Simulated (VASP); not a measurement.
# ZnAu (Pm-3m) in VASP: a series of runs, part 2 of 2

VASP 6.6.1. Earlier steps stand in the parts before.

### 3 Single point, PBE

This run uses another cell than the first one, of 16.15 Å³/atom, 1.015 times its volume.

Contents of INCAR:

```
SYSTEM = ZnAu
  PREC = Accurate
  ENCUT = 500
  EDIFF = 1E-6
  ISMEAR = 0
  SIGMA = 0.05
  LREAL = .FALSE.
  LASPH = .TRUE.
  NELM = 120
  ALGO = Normal
  ISIF = 2
  LWAVE = .FALSE.
  LCHARG = .FALSE.
  GGA = PE
  NBANDS = 18
  GGA_COMPAT = .FALSE.
```

Contents of KPOINTS:

```
Automatic mesh
0
G
  8 8 8
  0 0 0
```

Contents of POSCAR:

```
ZnAu
1.0
    3.1849119973      0.0000000000      0.0000000000
    0.0000000000      3.1849119973      0.0000000000
    0.0000000000      0.0000000000      3.1849119973
Zn Au
1 1
Direct
    0.5000000000      0.5000000000      0.5000000000
    0.0000000000      0.0000000000      0.0000000000
```

Potentials or basis: VASP PAW PBE potentials, release 64 (Zn, Au).

Run with:

```sh
> cat potpaw_PBE.64/Zn/POTCAR potpaw_PBE.64/Au/POTCAR > POTCAR
> mpirun -np 1 vasp_std > vasp.out
```

Wall time 17 s (1 thread of Intel Xeon 8259CL, shared host); peak memory 0.15 GiB.

The run converged. Its results:

- Free energy: -4.7583 eV
- Pressure: 0.5 GPa

Levels at points of the mesh, in eV from the Fermi level:
| k point | band 8 | band 9 | band 10 | band 11 | band 12 | band 13 | band 14 | band 15 |
| --- | --- | --- | --- | --- | --- | --- | --- | --- |
| (0.00, 0.00, 0.00) | -5.06 | -3.45 | -3.45 | -3.45 | 5.18 | 5.18 | 5.18 | 8.64 |
| (0.50, 0.00, 0.00) | -5.10 | -4.54 | -4.54 | -3.58 | -2.14 | 10.59 | 11.13 | 11.13 |
| (0.50, 0.50, 0.00) | -3.79 | -3.79 | -2.89 | -1.60 | -1.60 | 0.95 | 2.52 | 10.44 |
| (0.50, 0.50, 0.50) | -5.96 | -2.84 | -2.84 | 1.53 | 3.60 | 3.95 | 3.95 | 3.95 |

Caveat: spin-orbit coupling is left out, which moves the levels of the heavy elements.

### 4 Single point, PBE

This run uses another cell than the first one, of 16.21 Å³/atom, 1.019 times its volume.

Contents of INCAR:

```
ALGO = Normal
EDIFF = 1E-6
ENCUT = 500
GGA = PE
GGA_COMPAT = False
ISIF = 2
ISMEAR = 0
LASPH = True
LCHARG = False
LREAL = False
LWAVE = False
NBANDS = 18
NELM = 120
PREC = Accurate
SIGMA = 0.05
```

Contents of KPOINTS:

```
k-points
0
Gamma
  8 8 8
```

Contents of POSCAR:

```
ZnAu
1.0
    3.1885529614      0.0000000000      0.0000000000
    0.0000000000      3.1885529614      0.0000000000
    0.0000000000      0.0000000000      3.1885529614
Zn Au
1 1
Direct
    0.5000000000      0.5000000000      0.5000000000
    0.0000000000      0.0000000000      0.0000000000
```

Potentials or basis: VASP PAW PBE potentials, release 64 (Zn, Au).

Run with:

```sh
> cat potpaw_PBE.64/Zn/POTCAR potpaw_PBE.64/Au/POTCAR > POTCAR
> mpirun -np 1 vasp_std > vasp.out
```

OUTCAR:

```text
EDIFF = 1E-6
   ENCUT = 500
   GGA = PE
   ISIF = 2
   ISMEAR = 0
   LASPH = True
   LREAL = False
   NELM = 120
   PREC = Accurate

 ion  position               nearest neighbor table
   1  0.500  0.500  0.500-   2 2.76   2 2.76   2 2.76   2 2.76   2 2.76   2 2.76   2 2.76   2 2.76

   2  0.000  0.000  0.000-   1 2.76   1 2.76   1 2.76   1 2.76   1 2.76   1 2.76   1 2.76   1 2.76

  LATTYP: Found a simple cubic cell.
 ALAT       =     3.1885529614

  Lattice vectors:

 A1 = (   3.1885529614,   0.0000000000,   0.0000000000)
 A2 = (   0.0000000000,   3.1885529614,   0.0000000000)
 A3 = (   0.0000000000,   0.0000000000,   3.1885529614)

Analysis of symmetry for initial positions (statically):
=====================================================================
 Subroutine PRICEL returns:
 Original cell was already a primitive cell.

 Routine SETGRP: Setting up the symmetry group for a
 simple cubic supercell.

 Subroutine GETGRP returns: Found 48 space group operations
 (whereof 48 operations were pure point group operations)
 out of a pool of 48 trial point group operations.

The static configuration has the point symmetry O_h .

[... 160 lines left out ...]

 E-fermi :   6.3882     XC(G=0): -12.1534

 val. band max:        6.3237746537   @ k =   0.5000   0.3750   0.2500
 cond. band min:       6.7250283944   @ k =   0.3750   0.3750   0.1250
 fundamental gap:      0.4012537408
 Fermi energy:         6.3881722361

 k-point     1 :       0.0000    0.0000    0.0000
  band No.  band energies     occupation
      1      -3.6362      2.00000
      2      -1.3206      2.00000
      3      -1.3206      2.00000
      4      -0.7171      2.00000
      5      -0.7171      2.00000
      6      -0.7171      2.00000
[... 481 lines left out ...]
      5      -0.4903      2.00000
      6       0.3838      2.00000
[... 10 lines left out ...]
     17      18.6468      0.00000
     18      20.7130      0.00000

 [... further k-points ...]

------------------------ aborting loop because EDIFF is reached ----------------------------------------

  FORCE on cell =-STRESS in cart. coord.  units (eV):
  Direction    XX          YY          ZZ          XY          YZ          ZX
  --------------------------------------------------------------------------------------
  -------------------------------------------------------------------------------------
  Total        0.0093299      0.0093299      0.0093299      0.0000000     -0.0000000     -0.0000000
  in kB        0.4611141      0.4611141      0.4611141      0.0000000     -0.0000000     -0.0000000
  external PRESSURE =       0.4611141 kB  Pullay stress =       0.0000000 kB

 VOLUME and BASIS-vectors are now :
 -----------------------------------------------------------------------------
  energy-cutoff  :      500.00
  volume of cell :       32.42
      direct lattice vectors                 reciprocal lattice vectors
     3.188552961  0.000000000  0.000000000     0.313621888  0.000000000  0.000000000
     0.000000000  3.188552961  0.000000000     0.000000000  0.313621888  0.000000000
     0.000000000  0.000000000  3.188552961     0.000000000  0.000000000  0.313621888

 POSITION                                       TOTAL-FORCE (eV/Angst)
 -----------------------------------------------------------------------------------
      1.59428      1.59428      1.59428         0.000000      0.000000      0.000000
      0.00000      0.00000      0.00000         0.000000      0.000000      0.000000
 -----------------------------------------------------------------------------------
    total drift:                                0.000000      0.000000     -0.000000

  FREE ENERGIE OF THE ION-ELECTRON SYSTEM (eV)
  ---------------------------------------------------
  free  energy   TOTEN  =        -4.7585162496 eV

  energy  without entropy=       -4.7581913230  energy(sigma->0) =       -4.75835379
```

Run time: 18 s. Hardware: 1 thread of Intel Xeon 8259CL, shared host; peak memory 0.15 GiB.

What came out:

```yaml
Free_energy: -4.7585 eV
Pressure: 0.0 GPa
```

Levels at points of the mesh, in eV from the Fermi level:
```
           k point  band 7  band 8  band 9  band 10  band 11  band 12  band 13  band 14  band 15  band 16
(0.00, 0.00, 0.00)   -5.05   -5.05   -3.44    -3.44    -3.44     5.17     5.17     5.17     8.60    12.09
(0.50, 0.00, 0.00)   -5.34   -5.09   -4.52    -4.52    -3.57    -2.13    10.58    11.10    11.10    11.13
(0.50, 0.50, 0.00)   -4.70   -3.78   -3.78    -2.88    -1.58    -1.58     0.94     2.50    10.42    12.77
(0.50, 0.50, 0.50)   -5.94   -5.94   -2.84    -2.84     1.52     3.58     3.95     3.95     3.95     5.94
```

Caveat: spin-orbit coupling is left out, which moves the levels of the heavy elements.

### 5 Overview

```csv
cell,gap on the mesh (eV),pressure (GPa)
"a = 3.169 Å, 2 atoms",none,2.3
"a = 3.185 Å, 2 atoms",none,0.5
"a = 3.189 Å, 2 atoms",none,0.0
```

Alike in all rows: task single point; level PBE; potentials or basis VASP PAW PBE potentials, release 64 (Zn, Au); no spin polarisation; k mesh 8 × 8 × 8; cutoff (eV) 500; smearing gaussian 0.05 eV.

Caveats: spin-orbit coupling is left out, which moves the levels of the heavy elements.

Total energies depend on the potentials used, so only differences within one code and one set of settings carry meaning.
